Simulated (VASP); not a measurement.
# BeZn3Se4 (Pm-3m) in VASP: a series of runs

The runs below take BeZn3Se4 through single point, relaxation of cell and atoms, with PBE.

All numbers are computed with VASP 6.6.1; they aren't measurements. Logs are shortened: lines on timing, memory, paths and dates and some standing lists are left out, and cuts for length are marked.

### 1 The cell of the first run

Symmetry: Pm-3m, No. 221, cubic system. The conventional cell has a = 5.288 Å, b = 5.288 Å, c = 5.288 Å, α = 90.00°, β = 90.00°, γ = 90.00°. Within 3.5 Å of Be (site symmetry m-3m) lie 6 Se at 2.64 Å. Within 3.5 Å of Zn (site symmetry 4/mmm) lie 6 Se at 2.64 Å. Se (site symmetry m-3m) has 6 Zn at 2.64 Å within 3.5 Å. Within 3.5 Å of Se (site symmetry 4/mmm) lie 2 Be at 2.64 Å and 4 Zn at 2.64 Å.

### 2 Single point, PBE

INCAR

```
PREC = Accurate
ENCUT = 520
EDIFF = 1E-6
ISMEAR = 0
SIGMA = 0.15
LREAL = False
LASPH = True
NELM = 100
ALGO = Normal
ISIF = 2
LWAVE = False
LCHARG = True
GGA = PE
LELF = True
LVHAR = True
NBANDS = 41
```

KPOINTS

```
Automatic mesh
0
Gamma
  2 2 2
```

POSCAR

```
BeZn3Se4
1.0
    5.2879028069      0.0000000000      0.0000000000
    0.0000000000      5.2879028069      0.0000000000
    0.0000000000      0.0000000000      5.2879028069
Be Zn Se
1 3 4
Direct
    0.5000000000      0.5000000000      0.5000000000
    0.5000000000      0.0000000000      0.0000000000
    0.0000000000      0.5000000000      0.0000000000
    0.0000000000      0.0000000000      0.5000000000
    0.0000000000      0.0000000000      0.0000000000
    0.0000000000      0.5000000000      0.5000000000
    0.5000000000      0.0000000000      0.5000000000
    0.5000000000      0.5000000000      0.0000000000
```

Potentials or basis: VASP PAW PBE potentials, release 64 (Be, Zn, Se).

On the command line:

```console
$ cat potpaw_PBE.64/Be/POTCAR potpaw_PBE.64/Zn/POTCAR potpaw_PBE.64/Se/POTCAR > POTCAR
$ mpirun -np 1 vasp_std > vasp.out
```

OUTCAR:

```text
PREC = Accurate
   ENCUT = 520
   EDIFF = 1E-6
   ISMEAR = 0
   LREAL = False
   LASPH = True
   NELM = 100
   ISIF = 2
   GGA = PE

 ion  position               nearest neighbor table
   1  0.500  0.500  0.500-
   2  0.500  0.000  0.000-   5 2.64   7 2.64   8 2.64   7 2.64   8 2.64   5 2.64
   3  0.000  0.500  0.000-   5 2.64   6 2.64   8 2.64   6 2.64   5 2.64   8 2.64
   4  0.000  0.000  0.500-   5 2.64   6 2.64   7 2.64   5 2.64   6 2.64   7 2.64
   5  0.000  0.000  0.000-   2 2.64   3 2.64   4 2.64   4 2.64   3 2.64   2 2.64
   6  0.000  0.500  0.500-   3 2.64   4 2.64   3 2.64   4 2.64
   7  0.500  0.000  0.500-   2 2.64   4 2.64   2 2.64   4 2.64
   8  0.500  0.500  0.000-   2 2.64   3 2.64   2 2.64   3 2.64

  LATTYP: Found a simple cubic cell.
 ALAT       =     5.2879028069

  Lattice vectors:

 A1 = (   5.2879028069,   0.0000000000,   0.0000000000)
 A2 = (   0.0000000000,   5.2879028069,   0.0000000000)
 A3 = (   0.0000000000,   0.0000000000,   5.2879028069)

Analysis of symmetry for initial positions (statically):
=====================================================================
 Subroutine PRICEL returns:
 Original cell was already a primitive cell.

 Routine SETGRP: Setting up the symmetry group for a
 simple cubic supercell.

 Subroutine GETGRP returns: Found 48 space group operations
 (whereof 48 operations were pure point group operations)
 out of a pool of 48 trial point group operations.

The static configuration has the point symmetry O_h .

Analysis of symmetry for dynamics (positions and initial velocities):
=====================================================================
 Subroutine PRICEL returns:
 Original cell was already a primitive cell.

 Routine SETGRP: Setting up the symmetry group for a
 simple cubic supercell.

 Subroutine GETGRP returns: Found 48 space group operations
 (whereof 48 operations were pure point group operations)
 out of a pool of 48 trial point group operations.

The dynamic configuration has the point symmetry O_h .

 Subroutine INISYM returns: Found 48 space group operations
 (whereof 48 operations are pure point group operations),
 and found     1 'primitive' translations

----------------------------------------------------------------------------------------

                                     Primitive cell

  volume of cell :     147.8599

  direct lattice vectors                    reciprocal lattice vectors
     5.287902807  0.000000000  0.000000000     0.189110889  0.000000000  0.000000000
     0.000000000  5.287902807  0.000000000     0.000000000  0.189110889  0.000000000
     0.000000000  0.000000000  5.287902807     0.000000000  0.000000000  0.189110889

  length of vectors
     5.287902807  5.287902807  5.287902807     0.189110889  0.189110889  0.189110889

  position of ions in fractional coordinates (direct lattice)
     0.500000000  0.500000000  0.500000000
     0.500000000  0.000000000  0.000000000
     0.000000000  0.500000000  0.000000000
     0.000000000  0.000000000  0.500000000
     0.000000000  0.000000000  0.000000000
     0.000000000  0.500000000  0.500000000
     0.500000000  0.000000000  0.500000000
     0.500000000  0.500000000  0.000000000

  ion indices of the primitive-cell ions
   primitive index   ion index
                 1           1
                 2           2
                 3           3
                 4           4
                 5           5
                 6           6
                 7           7
                 8           8

----------------------------------------------------------------------------------------

 KPOINTS: Automatic mesh

Automatic generation of k-mesh.
 Grid dimensions read from file:
 generate k-points for:    2    2    2

 Generating k-lattice:

  Cartesian coordinates                     Fractional coordinates (reciprocal lattice)
     0.094555444  0.000000000  0.000000000     0.500000000  0.000000000  0.000000000
     0.000000000  0.094555444  0.000000000     0.000000000  0.500000000  0.000000000
     0.000000000  0.000000000  0.094555444     0.000000000  0.000000000  0.500000000

  Length of vectors
     0.094555444  0.094555444  0.094555444

  Shift w.r.t. Gamma in fractional coordinates (k-lattice)
     0.000000000  0.000000000  0.000000000

 Subroutine IBZKPT returns following result:
 ===========================================

 Found      4 irreducible k-points:

 Following reciprocal coordinates:
            Coordinates               Weight
  0.000000  0.000000  0.000000      1.000000
  0.500000  0.000000  0.000000      3.000000
  0.500000  0.500000  0.000000      3.000000
  0.500000  0.500000  0.500000      1.000000
   k-points           NKPTS =      4   k-points in BZ     NKDIM =      4   number of bands    NBANDS=     41
   number of dos      NEDOS =    301   number of ions     NIONS =      8
   total plane-waves  NPLWV =  64000
   dimension x,y,z NGX =    40 NGY =   40 NGZ =   40
   dimension x,y,z NGXF=    80 NGYF=   80 NGZF=   80
   ions per type =               1   3   4
   NGX,Y,Z   is equivalent  to a cutoff of  12.58, 12.58, 12.58 a.u.
   NGXF,Y,Z  is equivalent  to a cutoff of  25.15, 25.15, 25.15 a.u.
 SYSTEM =  unknown system
   PREC   = accura    normal or accurate (medium, high low for compatibility)
   ISTART =      0    job   : 0-new  1-cont  2-samecut
   ICHARG =      2    charge: 1-file 2-atom 10-const
   ISPIN  =      1    spin polarized calculation?
   LNONCOLLINEAR =      F non collinear calculations
   LSORBIT =      F    spin-orbit coupling
   LASPH  =      T    aspherical Exc in radial PAW
   ENCUT  =  520.0 eV  38.22 Ry    6.18 a.u.   9.83  9.83  9.83*2*pi/ulx,y,z
   NELM   =    100;   NELMIN=  2; NELMDL= -5     # of ELM steps
   EDIFF  = 0.1E-05   stopping-criterion for ELM
   LREAL  =      F    real-space projection
   EDIFFG = 0.1E-04   stopping-criterion for IOM
   NSW    =      0    number of steps for IOM
   IBRION =     -1    ionic relax: 0-MD 1-quasi-New 2-CG
   NFREE  =      0    steps in history (QN), initial steepest desc. (CG)
   ISIF   =      2    stress and relaxation
   ISYM   =      2    0-nonsym 1-usesym 2-fastsym
   POTIM  = 0.5000    time-step for ionic-motion
   TEBEG  =    0.0;   TEEND  =   0.0 temperature during run
   PSTRESS=    0.0 pullay stress
   NELECT =      62.0000    total number of electrons
   NUPDOWN=      -1.0000    fix difference up-down
   EMIN   =  10.00;   EMAX   =-10.00  energy-range for DOS
   EFERMI =   0.00;   METHOD = LEGACY
   ISMEAR =     0;   SIGMA  =   0.15  broadening in eV -4-tet -1-fermi 0-gaus
   EFERMI_NEDOS =   21; number of points for ismear=-14 and -15
   IALGO  =     38    algorithm
   IMIX   =      4    mixing-type and parameters
     AMIX     =   0.40;   BMIX     =  1.00
     AMIX_MAG =   1.60;   BMIX_MAG =  1.00
  volume/ion in A,a.u.               =      18.48       124.73
  Fermi-wavevector in a.u.,A,eV,Ry     =   1.225336  2.315550 20.428451  1.501449
  Thomas-Fermi vector in A             =   2.360378
   LORBIT       =      0    0 simple, 1 ext, 2 COOP (PROOUT), +10 PAW based schemes
   GGA     = PE    functional components
   LHFCALC =     F    Hartree Fock is set to
   AEXX    =    0.0000 exact exchange contribution
   IVDW    =     0    specifies the selected vdW correction
   LEPSILON=     F    determine dielectric tensor
   LRPA    =     F    only Hartree local field effects (RPA)
 non-spin polarized calculation
 Gauss-broadening in eV      SIGMA  =   0.15
  energy-cutoff  :      520.00
  volume of cell :      147.86
 maximum number of plane-waves:      4012
 NGX is ok and might be reduce to    40
   NGX = 19   NGY = 19   NGZ = 19

 number of electron      62.0000071 magnetization

 Free energy of the ion-electron system (eV)
  ---------------------------------------------------
  ext. energy  EPLUGINS =         0.00000000
  ---------------------------------------------------
  free energy    TOTEN  =       -23.40432414 eV

  energy without entropy =      -23.32553103  energy(sigma->0) =      -23.36492759

 E-fermi :   3.4043     XC(G=0): -10.3146

 val. band max:        3.3634868662   @ k =   0.5000   0.5000   0.5000
 cond. band min:       3.4173037526   @ k =   0.5000   0.5000   0.5000
 fundamental gap:      0.0538168864
 Fermi energy:         3.4043384739

 k-point     1 :       0.0000    0.0000    0.0000
  band No.  band energies     occupation
      1     -10.5007      2.00000
      2      -8.8707      2.00000
      3      -8.7594      2.00000
      4      -8.7594      2.00000
      5      -3.1900      2.00000
      6      -3.1900      2.00000
[... 33 lines left out ...]
     40      11.6573      0.00000
     41      11.6583      0.00000

 k-point     2 :       0.5000    0.0000    0.0000
  band No.  band energies     occupation
      1      -9.7886      2.00000
      2      -9.6590      2.00000
      3      -8.7718      2.00000
      4      -8.6421      2.00000
      5      -3.3980      2.00000
      6      -3.3603      2.00000
[... 33 lines left out ...]
     40      10.2833      0.00000
     41      10.6085      0.00000

 k-point     3 :       0.5000    0.5000    0.0000
  band No.  band energies     occupation
      1      -9.2612      2.00000
      2      -9.1800      2.00000
      3      -9.1800      2.00000
      4      -9.0850      2.00000
      5      -3.4989      2.00000
      6      -3.4989      2.00000
[... 33 lines left out ...]
     40       9.5233      0.00000
     41       9.5525      0.00000

 k-point     4 :       0.5000    0.5000    0.5000
  band No.  band energies     occupation
      1      -9.1220      2.00000
      2      -9.0374      2.00000
      3      -9.0374      2.00000
      4      -9.0374      2.00000
      5      -3.6660      2.00000
      6      -3.6660      2.00000
[... 33 lines left out ...]
     40       8.5046      0.00000
     41       8.5593      0.00000

------------------------ aborting loop because EDIFF is reached ----------------------------------------

  FORCE on cell =-STRESS in cart. coord.  units (eV):
  Direction    XX          YY          ZZ          XY          YZ          ZX
  --------------------------------------------------------------------------------------
  -------------------------------------------------------------------------------------
  Total        0.8907092      0.8907092      0.8907092     -0.0000000      0.0000000     -0.0000000
  in kB        9.6515294      9.6515294      9.6515294     -0.0000000      0.0000000     -0.0000000
  external PRESSURE =       9.6515294 kB  Pullay stress =       0.0000000 kB

 VOLUME and BASIS-vectors are now :
 -----------------------------------------------------------------------------
  energy-cutoff  :      520.00
  volume of cell :      147.86
      direct lattice vectors                 reciprocal lattice vectors
     5.287902807  0.000000000  0.000000000     0.189110889  0.000000000  0.000000000
     0.000000000  5.287902807  0.000000000     0.000000000  0.189110889  0.000000000
     0.000000000  0.000000000  5.287902807     0.000000000  0.000000000  0.189110889

 POSITION                                       TOTAL-FORCE (eV/Angst)
 -----------------------------------------------------------------------------------
      2.64395      2.64395      2.64395         0.000000      0.000000      0.000000
      2.64395      0.00000      0.00000         0.000000      0.000000      0.000000
      0.00000      2.64395      0.00000         0.000000      0.000000      0.000000
      0.00000      0.00000      2.64395         0.000000      0.000000      0.000000
      0.00000      0.00000      0.00000         0.000000      0.000000      0.000000
      0.00000      2.64395      2.64395         0.000000      0.000000      0.000000
      2.64395      0.00000      2.64395         0.000000      0.000000      0.000000
      2.64395      2.64395      0.00000         0.000000      0.000000      0.000000
 -----------------------------------------------------------------------------------
    total drift:                               -0.000000      0.000000     -0.000000

  FREE ENERGIE OF THE ION-ELECTRON SYSTEM (eV)
  ---------------------------------------------------
  free  energy   TOTEN  =       -23.4043241448 eV

  energy  without entropy=      -23.3255310337  energy(sigma->0) =      -23.36492759
```

It took 17 s on 1 thread of Intel Xeon 6975P-C (Granite Rapids), shared host; peak memory 0.24 GiB.

Results:

- Free energy: -23.4043 eV
- Pressure: 1.0 GPa
- Band gap on the k mesh: zero (band 31 reaches 3.42 eV, above the bottom of band 32 at 3.02 eV)

Caveat: the k points lie up to 0.59 Å⁻¹ apart.

### 3 Relaxation of cell and atoms, PBE

This run uses another cell than the first one, of 21.47 Å³/atom, 1.162 times its volume.

INCAR

```
SYSTEM = BeZn3Se4
PREC = Accurate
ENCUT = 600
EDIFF = 1E-6
ISMEAR = 0
SIGMA = 0.15
LREAL = .FALSE.
LASPH = .TRUE.
NELM = 60
ALGO = Normal
ISIF = 3
LWAVE = .FALSE.
LCHARG = .FALSE.
GGA = PE
IBRION = 2
NSW = 36
EDIFFG = -0.08
```

KPOINTS

```
regular mesh
0
G
  2 2 2
  0 0 0
```

Edit POSCAR of step 2 so:

```diff
@@ -2,5 +2,5 @@
 1.0
-    5.2879028069      0.0000000000      0.0000000000
-    0.0000000000      5.2879028069      0.0000000000
-    0.0000000000      0.0000000000      5.2879028069
+    5.5588991400      0.0000000000      0.0000000000
+    0.0000000000      5.5588991400      0.0000000000
+    0.0000000000      0.0000000000      5.5588991400
 Be Zn Se
```

Potentials or basis: VASP PAW PBE potentials, release 64 (Be, Zn, Se).

On the command line:

```console
$ cat potpaw_PBE.64/Be/POTCAR potpaw_PBE.64/Zn/POTCAR potpaw_PBE.64/Se/POTCAR > POTCAR
$ mpirun -np 1 vasp_std > vasp.out
```

It took 47 s on 1 thread of Intel Xeon 6975P-C (Granite Rapids), shared host; peak memory 0.34 GiB.

Results (log left out):

```yaml
Free_energy: -23.4111 eV
Relaxed_volume: 18.58 Å³/atom
Relaxed_cell: a = 5.297 Å, b = 5.297 Å, c = 5.297 Å, α = 90.00°, β = 90.00°, γ = 90.00°
Space_group_after_relaxing_to_0.05_Å: Pm-3m (No. 221)
Energy_gained_by_relaxing: 71.0 meV/atom
Ionic_steps: 2
Pressure_after_relaxing: 0.5 GPa
Band_gap_on_the_k_mesh: zero (band 31 reaches 3.36 eV, above the bottom of band 32 at 2.97 eV)
```

The path:
```tsv
step	energy change (eV)	largest force (eV/Å)	pressure (GPa)	volume (Å³)
1	0.0000	0.0000	-7.27	171.78
2	-0.5680	0.0000	0.53	148.67
```

Final structure:
```yaml
crystal:
  lattice:
    - [5.29748, 0.00000, 0.00000]
    - [0.00000, 5.29748, 0.00000]
    - [0.00000, 0.00000, 5.29748]
  atoms:
    - { symbol: Be, position: [0.50000, 0.50000, 0.50000] }
    - { symbol: Zn, position: [0.50000, 0.00000, 0.00000] }
    - { symbol: Zn, position: [0.00000, 0.50000, 0.00000] }
    - { symbol: Zn, position: [0.00000, 0.00000, 0.50000] }
    - { symbol: Se, position: [0.00000, 0.00000, 0.00000] }
    - { symbol: Se, position: [0.00000, 0.50000, 0.50000] }
    - { symbol: Se, position: [0.50000, 0.00000, 0.50000] }
    - { symbol: Se, position: [0.50000, 0.50000, 0.00000] }
```

Levels at points of the mesh, in eV from the Fermi level:
```tsv
k point	band 28	band 29	band 30	band 31	band 32	band 33	band 34	band 35
(0.00, 0.00, 0.00)	-2.41	-0.88	-0.88	-0.38	-0.38	-0.38	-0.32	1.25
(0.50, 0.00, 0.00)	-1.51	-1.51	-1.49	-1.49	2.13	2.46	3.27	3.28
(0.50, 0.50, 0.00)	-0.60	-0.20	-0.20	-0.18	3.15	3.15	3.63	3.70
(0.50, 0.50, 0.50)	-0.04	0.01	0.01	0.01	3.01	3.01	3.01	3.48
```

Caveat: the k points lie up to 0.59 Å⁻¹ apart in the final cell.
